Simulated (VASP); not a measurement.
Write the native input for VASP 6.6.1 that does the following.

```yaml
Task: single point
Functional: PBE
Potentials_or_basis: VASP PAW PBE potentials, release 64 (Li_sv, Zr_sv, P)
Cutoff: 520 eV
k_mesh: 6 × 6 × 6
Occupations: gaussian, width 0.1 eV
Spin: no spin polarisation
Dipole_correction: no
Further_INCAR_settings: ALGO = Normal; EDIFF = 1e-06; NBANDS = 22
```

The structure of Li2ZrP2 lies in POSCAR:

```
Li2ZrP2
1.0
   -1.9711057581      1.9711057581      4.7816741642
    1.9711057581     -1.9711057581      4.7816741642
    1.9711057581      1.9711057581     -4.7816741642
Li Zr P
2 1 2
Direct
    0.3711000000      0.3711000000      0.0000000000
    0.6289000000      0.6289000000      0.0000000000
    0.0000000000      0.0000000000      0.0000000000
    0.2500000000      0.7500000000      0.5000000000
    0.7500000000      0.2500000000      0.5000000000
```

These files were run (other wordings do the same):

INCAR

```
  PREC = Accurate
  ENCUT = 520
  EDIFF = 1E-6
  ISMEAR = 0
  SIGMA = 0.1
  LREAL = F
  LASPH = T
  NELM = 80
  ALGO = Normal
  ISIF = 2
  LWAVE = F
  LCHARG = F
  GGA = PE
  NBANDS = 22
```

KPOINTS

```
Automatic mesh
0
Gamma
  6 6 6
```

Potentials or basis: VASP PAW PBE potentials, release 64 (Li_sv, Zr_sv, P).

Run with:

```bash
$ cat potpaw_PBE.64/Li_sv/POTCAR potpaw_PBE.64/Zr_sv/POTCAR potpaw_PBE.64/P/POTCAR > POTCAR
$ mpirun -np 1 vasp_std > vasp.out
```

It gave:

| Quantity | Value |
| --- | --- |
| Largest force | 0.611 eV/Å |
| Band gap on the k mesh | zero (bands 14 and 15 overlap by 1.43 eV) |

Run time: 84 s on 1 thread of Intel(R) Xeon(R) Platinum 8259CL CPU @ 2.50GHz (Skylake/Cascade Lake), on a shared host, peak memory 0.27 GiB.
